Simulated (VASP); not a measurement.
Runs of VASP 6.6.1 on Ga4AsP3. The structure is that of space group P-4m2 (No. 115), or close to it. The cells are those of the table. 

```tsv
cell	gap on the mesh (eV)	pressure (GPa)	largest force (eV/Å)
a = 3.897, b = 3.897, c = 11.003 Å, 8 atoms	1.40	(b)	0.03
a = 3.976, b = 3.976, c = 11.226 Å, 8 atoms	(a)	-1.9	0.01
a = 3.894, b = 3.894, c = 10.999 Å, 8 atoms	1.42	2.6	0.08
a = 3.937, b = 3.937, c = 11.116 Å, 8 atoms	1.17	0.0	0.02
a = 3.857, b = 3.857, c = 10.889 Å, 8 atoms	1.38	5.2	0.04
```

Alike in all rows: task single point; level PBE; potentials or basis VASP PAW PBE potentials, release 64 (P, Ga_d, As); no spin polarisation; k mesh 6 × 6 × 2; cutoff (eV) 520; smearing gaussian 0.01 eV.

Question: Estimate the missing entries.

Answer: (a) 0.94; (b) 2.4.

Caveats: the cell stands under pressure (at least some runs).

A k mesh can miss the band edges, and the runs leave out spin-orbit coupling on As, Ga.
